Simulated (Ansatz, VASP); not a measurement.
## AlNi: VASP beside Ansatz

```xyz
2
Lattice="2.7903 0.0000 0.0000 0.0000 2.7903 0.0000 0.0000 0.0000 2.7903" Properties=species:S:1:pos:R:3 pbc="T T T"
Al    0.0000    0.0000   -0.0926
Ni    1.3951    1.3951    1.4377
```

Change from the starting cell: mode 6 frozen in at -0.095 Å, equal normal strain along x, y and z -0.0250.

Alike in both runs: task single point; functional PBEsol; k mesh 16 × 16 × 16; occupations gaussian, width 0.15 eV; no spin polarisation.

```csv
,VASP,Ansatz
version,VASP 6.6.1,Ansatz 0.2.0
potentials or method,"VASP PAW PBE potentials, release 64 (Al, Ni), cutoff 520 eV","scalar-relativistic, plane waves, PAW"
valence electrons in the cell,13,21
```

VASP gave:

```
gap on the k mesh at the Fermi level (eV)                     : none
pressure (GPa)                                                : 17.3
traceless stress, the component that is largest in VASP (GPa) : -1.06
rms of the force components (eV/Å)                            : 0.648
```

Estimate Ansatz's values.

gap on the k mesh at the Fermi level (eV): none; pressure (GPa): 17.1; traceless stress, the component that is largest in VASP (GPa): -1.05; rms of the force components (eV/Å): 0.642.

VASP's potentials were made for PBE, not for PBEsol, and Ansatz warns of the same on its side. Atom by atom the forces differ by 0.005 eV/Å (rms over components). A gap of «none» marks a metal or a gap that the smearing closes. The functional is the same, so the differences come from potentials, cutoffs and numerics. VASP's potentials hold 13 valence electrons a cell and Ansatz's 21, so a difference there can come from the potentials and not from the codes.
